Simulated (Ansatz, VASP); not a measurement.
## Two plane-wave programs on PbO

```xyz
4
Lattice="4.0568 0.0000 0.0000 0.0000 3.9757 0.0000 0.0000 0.0000 5.5971" Properties=species:S:1:pos:R:3 pbc="T T T"
Pb    2.0284    0.0000    1.1900
Pb    0.0000    1.9878    4.4070
O     0.0000    0.0000    0.0000
O     2.0284    1.9878    0.0000
```

Change from the starting cell: strain e2 = -0.02, atoms carried along.

Alike in both runs: task single point; functional PBE; k mesh 8 × 8 × 6; occupations gaussian, width 0.05 eV; no spin polarisation.

|  | VASP | Ansatz |
| --- | --- | --- |
| version | VASP 6.6.1 | Ansatz 0.2.0 |
| potentials or method | VASP PAW PBE potentials, release 64 (Pb_d, O), cutoff 520 eV | scalar-relativistic, plane waves, PAW |
| valence electrons in the cell | 40 | 40 |

```csv
,VASP,Ansatz,Ansatz less VASP
gap on the k mesh at the Fermi level (eV),1.79,1.78,-0.005
least direct gap on the mesh (eV),1.93,1.95,+0.012
pressure (GPa),1.6,1.5,-0.06
"traceless stress, the component that is largest in VASP (GPa)",0.84,0.82,-0.028
rms of the force components (eV/Å),0.131,0.116,-0.0149
```

Atom by atom the forces differ by 0.016 eV/Å (rms over components). With one functional, cell and mesh, what is left measures potentials, basis and numerics.

Neither program's run includes spin-orbit coupling.
